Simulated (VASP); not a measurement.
Here is a VASP 6.6.1 calculation.

The input INCAR:

```
SYSTEM = Sb
ALGO = Normal
EDIFF = 1E-6
ENCUT = 520
GGA = PE
ISIF = 2
ISMEAR = -1
LASPH = .TRUE.
LCHARG = .FALSE.
LREAL = .FALSE.
LWAVE = .FALSE.
NBANDS = 8
NELM = 60
PREC = Accurate
SIGMA = 0.05
```

KPOINTS

```
k-points
0
G
  13 13 13
  0 0 0
```

POSCAR

```
Sb
1.0
    3.1280786256      0.0000000000      0.0000000000
    0.0000000000      3.1280786256      0.0000000000
    0.0000000000      0.0000000000      3.1280786256
Sb
1
Direct
    0.0000000000      0.0000000000      0.0000000000
```

Potentials or basis: VASP PAW PBE potentials, release 64 (Sb).

The run is started by

```sh
$ cat potpaw_PBE.64/Sb/POTCAR > POTCAR
$ mpirun -np 1 vasp_std > vasp.out
```

Problem. Predict the pressure.

Solution. -1.1 GPa.
